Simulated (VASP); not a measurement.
Sc, 4 atoms in the cell. It takes space group P6_3/mmc (No. 194, hexagonal). The conventional cell has a = 3.576 Å, b = 3.576 Å, c = 9.739 Å, α = 90.00°, β = 90.00°, γ = 120.00°. Within 2.7 Å of Sc (site symmetry -6m2) lie 3 Sc at 2.06 Å. Within 2.7 Å of Sc (site symmetry -6m2) lie 3 Sc at 2.06 Å. 

```yaml
Program: VASP 6.6.1
Task: single point
Functional: PBE
Potentials_or_basis: VASP PAW PBE potentials, release 64 (Sc_sv)
Cutoff: 520 eV
k_mesh: 6 × 6 × 2
Occupations: gaussian, width 0.1 eV
Spin: no spin polarisation
Dipole_correction: no
Further_INCAR_settings: ALGO = Fast; EDIFF = 1e-06; NBANDS = 30
```

Potentials or basis: VASP PAW PBE potentials, release 64 (Sc_sv).

Launch:

```bash
$ cat potpaw_PBE.64/Sc_sv/POTCAR > POTCAR
$ mpirun -np 1 vasp_std > vasp.out
```

Hardware: 1 thread of AMD EPYC 9R45 96-Core Processor (Zen 5) (shared host).

Task: Estimate the wall time of this run.

Result: It took 32 s on 1 thread of AMD EPYC 9R45 96-Core Processor (Zen 5), with other jobs on the host, peak memory 0.2 GiB. Counts: scf iterations 17, k points 14.
